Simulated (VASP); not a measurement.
# Zr (Im-3m) in VASP: notebook, part 2 of 2

VASP 6.6.1. Earlier steps stand in the parts before.

## (3) Single point, PBEsol (volume scaled by 1.12)

INCAR

```
SYSTEM = Zr
PREC = Accurate
ENCUT = 520
EDIFF = 1E-6
ISMEAR = -1
SIGMA = 0.1
LREAL = .False.
LASPH = .True.
NELM = 100
ALGO = Normal
ISIF = 2
LWAVE = .False.
LCHARG = .True.
GGA = PS
LELF = .True.
LVHAR = .True.
NBANDS = 12
```

KPOINTS

```
Automatic mesh
0
Gamma
  14 14 14
  0 0 0
```

POSCAR

```
Zr
1.0
   -1.8309229573      1.8309229573      1.8309229573
    1.8309229573     -1.8309229573      1.8309229573
    1.8309229573      1.8309229573     -1.8309229573
Zr
1
Direct
    0.0000000000      0.0000000000      0.0000000000
```

Potentials or basis: VASP PAW PBE potentials, release 64 (Zr_sv).

The run is started by

```
$ cat potpaw_PBE.64/Zr_sv/POTCAR > POTCAR
$ mpirun -np 1 vasp_std > vasp.out
```

OUTCAR:

```text
SYSTEM = Zr
   PREC = Accurate
   ENCUT = 520
   EDIFF = 1E-6
   ISMEAR = -1
   LREAL = .False.
   LASPH = .True.
   NELM = 100
   ISIF = 2
   GGA = PS

 ion  position               nearest neighbor table
   1  0.000  0.000  0.000-

  LATTYP: Found a body centered cubic cell.
 ALAT       =     3.6618459146

  Lattice vectors:

 A1 = (  -1.8309229573,   1.8309229573,   1.8309229573)
 A2 = (   1.8309229573,  -1.8309229573,   1.8309229573)
 A3 = (   1.8309229573,   1.8309229573,  -1.8309229573)

Analysis of symmetry for initial positions (statically):
=====================================================================
 Subroutine PRICEL returns:
 Original cell was already a primitive cell.

 Routine SETGRP: Setting up the symmetry group for a
 body centered cubic supercell.

 Subroutine GETGRP returns: Found 48 space group operations
 (whereof 48 operations were pure point group operations)
 out of a pool of 48 trial point group operations.

The static configuration has the point symmetry O_h .

Analysis of symmetry for dynamics (positions and initial velocities):
=====================================================================
 Subroutine PRICEL returns:
 Original cell was already a primitive cell.

 Routine SETGRP: Setting up the symmetry group for a
 body centered cubic supercell.

 Subroutine GETGRP returns: Found 48 space group operations
 (whereof 48 operations were pure point group operations)
 out of a pool of 48 trial point group operations.

The dynamic configuration has the point symmetry O_h .

 Subroutine INISYM returns: Found 48 space group operations
 (whereof 48 operations are pure point group operations),
 and found     1 'primitive' translations

----------------------------------------------------------------------------------------

                                     Primitive cell
[... 107 lines left out ...]
   IMIX   =      4    mixing-type and parameters
     AMIX     =   0.40;   BMIX     =  1.00
     AMIX_MAG =   1.60;   BMIX_MAG =  1.00
  volume/ion in A,a.u.               =      24.55       165.68
  Fermi-wavevector in a.u.,A,eV,Ry     =   1.289571  2.436935 22.626390  1.662993
  Thomas-Fermi vector in A             =   2.421455
   LORBIT       =      0    0 simple, 1 ext, 2 COOP (PROOUT), +10 PAW based schemes
   GGA     = PS    functional components
   LHFCALC =     F    Hartree Fock is set to
   AEXX    =    0.0000 exact exchange contribution
   IVDW    =     0    specifies the selected vdW correction
   LEPSILON=     F    determine dielectric tensor
   LRPA    =     F    only Hartree local field effects (RPA)
 non-spin polarized calculation
  energy-cutoff  :      520.00
  volume of cell :       24.55
 maximum number of plane-waves:       682
   NGX = 11   NGY = 11   NGZ = 11

 number of electron      12.0000000 magnetization

 Free energy of the ion-electron system (eV)
  ---------------------------------------------------
  ext. energy  EPLUGINS =         0.00000000
  ---------------------------------------------------
  free energy    TOTEN  =        -8.96554008 eV

  energy without entropy =       -8.89654295  energy(sigma->0) =       -8.93104152

 E-fermi :   8.0081     XC(G=0): -10.9576

 val. band max:        7.9820895481   @ k =   0.2857   0.2143   0.0714
 cond. band min:       8.0093904750   @ k =   0.2143   0.2143   0.0000
 fundamental gap:      0.0273009269
 Fermi energy:         8.0080521953

 k-point     1 :       0.0000    0.0000    0.0000
  band No.  band energies     occupation
      1     -40.4976      2.00000
      2     -18.0985      2.00000
      3     -18.0985      2.00000
      4     -18.0985      2.00000
      5       2.7211      2.00000
      6       9.0957      0.00004
      7       9.0957      0.00004
      8       9.0957      0.00004
      9      11.4404      0.00000
     10      11.4404      0.00000
     11      20.2268      0.00000
     12      20.2268      0.00000
[... 331 lines left out ...]
 k-point    24 :       0.3571    0.2857   -0.0000
  band No.  band energies     occupation
      1     -40.3609      2.00000
      2     -18.7267      2.00000
      3     -18.6005      2.00000
      4     -18.2002      2.00000
      5       6.7076      2.00000
      6       7.4919      1.98860
      7       7.8342      1.70101
      8      11.5760      0.00000
      9      11.9533      0.00000
     10      15.9181      0.00000
     11      16.4463      0.00000
     12      17.8404      0.00000

 [... further k-points ...]
[... 5 lines left out ...]
  --------------------------------------------------------------------------------------
  -------------------------------------------------------------------------------------
  Total       -1.3463559     -1.3463559     -1.3463559     -0.0000000     -0.0000000      0.0000000
  in kB      -87.8618310    -87.8618310    -87.8618310     -0.0000000     -0.0000000      0.0000000
  external PRESSURE =     -87.8618310 kB  Pullay stress =       0.0000000 kB

 VOLUME and BASIS-vectors are now :
 -----------------------------------------------------------------------------
  energy-cutoff  :      520.00
  volume of cell :       24.55
      direct lattice vectors                 reciprocal lattice vectors
    -1.830922957  1.830922957  1.830922957     0.000000000  0.273086313  0.273086313
     1.830922957 -1.830922957  1.830922957     0.273086313  0.000000000  0.273086313
     1.830922957  1.830922957 -1.830922957     0.273086313  0.273086313  0.000000000

 POSITION                                       TOTAL-FORCE (eV/Angst)
 -----------------------------------------------------------------------------------
      0.00000      0.00000      0.00000         0.000000      0.000000     -0.000000
 -----------------------------------------------------------------------------------
    total drift:                                0.000000      0.000000     -0.000000

  FREE ENERGIE OF THE ION-ELECTRON SYSTEM (eV)
  ---------------------------------------------------
  free  energy   TOTEN  =        -8.9655400811 eV

  energy  without entropy=       -8.8965429537  energy(sigma->0) =       -8.93104152
```

stdout:

```text
POSCAR found type information on POSCAR Zr
 POSCAR found :  1 types and       1 ions
 scaLAPACK will be used
 -----------------------------------------------------------------------------
|                                                                             |
|                                                                             |
|     You enforced a specific xc type in the INCAR file but a different       |
|     I HOPE YOU KNOW WHAT YOU ARE DOING!                                     |
|                                                                             |
 -----------------------------------------------------------------------------

 LDA part: xc-table for (Slater+PW92), standard interpolation
 POSCAR, INCAR and KPOINTS ok, starting setup
 FFT: planning ... GRIDC
 FFT: planning ... GRID_SOFT
 FFT: planning ... GRID
 WAVECAR not read
 entering main loop
```

Wall time 7.8 s (1 thread of Intel Xeon 6975P-C (Granite Rapids), shared host); peak memory 0.15 GiB.

What came out:

| Quantity | Value |
| --- | --- |
| Free energy | -8.9655 eV |
| Pressure | -8.8 GPa |
| Band gap on the k mesh | zero (band 6 reaches 9.10 eV, above the bottom of band 7 at 7.41 eV) |

Levels at points of the mesh, in eV from the Fermi level:
| k point | band 3 | band 4 | band 5 | band 6 | band 7 | band 8 | band 9 | band 10 |
| --- | --- | --- | --- | --- | --- | --- | --- | --- |
| (0.00, 0.00, 0.00) | -26.11 | -26.11 | -5.29 | 1.09 | 1.09 | 1.09 | 3.43 | 3.43 |
| (0.50, 0.00, 0.00) | -26.37 | -26.11 | -2.64 | -0.58 | 1.40 | 3.39 | 4.03 | 5.94 |
| (0.50, 0.50, 0.50) | -26.68 | -26.68 | -2.32 | -2.32 | 5.32 | 5.32 | 5.32 | 7.00 |

Caveat: the cell differs from its parent crystal (volume scaled by 1.12); the PAW data sets were made with another functional, which shifts forces and pressure a little.

## (4) Single point, PBEsol

This run uses another cell than the first one, of 21.92 Å³/atom, 0.926 times its volume.

INCAR

```
SYSTEM = Zr
ALGO = Normal
EDIFF = 1E-6
ENCUT = 520
GGA = PS
ISIF = 2
ISMEAR = -1
LASPH = .TRUE.
LCHARG = .FALSE.
LREAL = .FALSE.
LWAVE = .FALSE.
NBANDS = 12
NELM = 60
PREC = Accurate
SIGMA = 0.1
```

KPOINTS

```
k-points
0
G
  21 21 21
  0 0 0
```

POSCAR

```
Zr
1.0
   -1.7630477005      1.7630477005      1.7630477005
    1.7630477005     -1.7630477005      1.7630477005
    1.7630477005      1.7630477005     -1.7630477005
Zr
1
Direct
    0.0000000000      0.0000000000      0.0000000000
```

The run is started by

```
$ cat potpaw_PBE.64/Zr_sv/POTCAR > POTCAR
$ mpirun -np 1 vasp_std > vasp.out
```

Wall time 18 s (1 thread of Intel Xeon 6975P-C (Granite Rapids), shared host); peak memory 0.19 GiB.

The run converged. Its results:

* Free energy: -9.0434 eV
* Pressure: -0.1 GPa
* Band gap on the k mesh: zero (band 6 reaches 10.40 eV, above the bottom of band 7 at 8.48 eV)

Levels at points of the mesh, in eV from the Fermi level:
```
           k point  band 3  band 4  band 5  band 6  band 7  band 8  band 9  band 10
(0.00, 0.00, 0.00)  -25.70  -25.70   -5.46    1.16    1.16    1.16    3.81     3.81
```

Caveat: the PAW data sets were made with another functional, which shifts forces and pressure a little.

## (5) Overview

| cell | k mesh | gap on the mesh (eV) | pressure (GPa) |
| --- | --- | --- | --- |
| a = 3.133 Å, angles 109.5°, 1 atom | 14 × 14 × 14 | none | -6.4 |
| a = 3.171 Å, angles 109.5°, 1 atom | 14 × 14 × 14 | none | -8.8 |
| a = 3.054 Å, angles 109.5°, 1 atom | 21 × 21 × 21 | none | -0.1 |

Alike in all rows: task single point; level PBEsol; potentials or basis VASP PAW PBE potentials, release 64 (Zr_sv); no spin polarisation; cutoff (eV) 520; smearing fermi-dirac 0.1 eV.

Caveats: the PAW data sets were made with another functional, which shifts forces and pressure a little.

Absolute energies hang on the potentials; compare differences alone.
